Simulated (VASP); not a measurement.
Pb, 1 atom in the cell. The structure is cubic, space group Im-3m (No. 229). The conventional cell has a = 3.998 Å, b = 3.998 Å, c = 3.998 Å, α = 90.00°, β = 90.00°, γ = 90.00°. Within 4.6 Å of Pb (site symmetry m-3m) lie 14 Pb at 3.46 to 4.00 Å. 

- Program: VASP 6.6.1
- Task: single point
- Functional: PBE
- Potentials or basis: VASP PAW PBE potentials, release 64 (Pb_d)
- Cutoff: 500 eV
- k mesh: 8 × 8 × 8
- Occupations: gaussian, width 0.05 eV
- Spin: no spin polarisation
- Dipole correction: no
- Further INCAR settings: ALGO = Normal; EDIFF = 1e-06; NBANDS = 13

Potentials or basis: VASP PAW PBE potentials, release 64 (Pb_d).

The run is started by

```sh
$ cat potpaw_PBE.64/Pb_d/POTCAR > POTCAR
$ mpirun -np 1 vasp_std > vasp.out
```

Hardware: 1 thread of Intel Xeon 8259CL, on a shared host.

Question: Estimate the wall time of this run.

Answer: Wall time 18 s on 1 thread of Intel Xeon 8259CL, on a shared host, peak memory 0.15 GiB. Counts: scf iterations 9, k points 29.
